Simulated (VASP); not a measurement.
Here is a VASP 6.6.1 calculation.

The input INCAR:

```
  PREC = Accurate
  ENCUT = 520
  EDIFF = 1E-6
  ISMEAR = 0
  SIGMA = 0.1
  LREAL = F
  LASPH = T
  NELM = 60
  ALGO = Normal
  ISIF = 2
  LWAVE = F
  LCHARG = F
  LDIPOL = T
  IDIPOL = 3
  DIPOL = 0.5 0.5 0.305
  GGA = PE
  IVDW = 12
  NBANDS = 70
```

File KPOINTS:

```
regular mesh
0
Gamma
  5 7 1
```

Contents of POSCAR:

```
HRh8
1.0
    5.3650160441      0.0000000000      0.0000000000
    0.0000000000      3.7936392259      0.0000000000
    0.0000000000      0.0000000000     21.2400770646
Rh H
8 1
Direct
    0.2500000000      0.5000000000      0.1883232338
    0.7500000000      0.5000000000      0.1883232338
    0.0000000000      0.0000000000      0.2514705570
    0.5000000000      0.0000000000      0.2514705570
    0.2500000000      0.5000000000      0.3153506346
    0.7500000000      0.5000000000      0.3153506346
    0.0000000000      0.0000000000      0.3738252475
    0.5000000000      0.0000000000      0.3738252475
    0.0833333333      0.2500000000      0.4915272686
```

Potentials or basis: VASP PAW PBE potentials, release 64 (Rh_pv, H).

The run is started by

```console
$ cat potpaw_PBE.64/Rh_pv/POTCAR potpaw_PBE.64/H/POTCAR > POTCAR
$ mpirun -np 1 vasp_std > vasp.out
```

Q: Estimate the dispersion energy per atom.

A: -0.347 eV.

Q: Estimate the largest force.

A: 1.637 eV/Å.

Forces on the atoms (eV/Å):
```
Rh  -0.029  0.012  0.651
Rh   0.024  0.029  0.650
Rh  -0.024 -0.044 -0.702
Rh   0.024 -0.003 -0.480
Rh  -0.036  0.011 -0.134
Rh   0.023  0.056 -0.107
Rh   0.273  0.444  1.455
Rh  -0.096 -0.012  0.220
H   -0.160 -0.492 -1.553
```
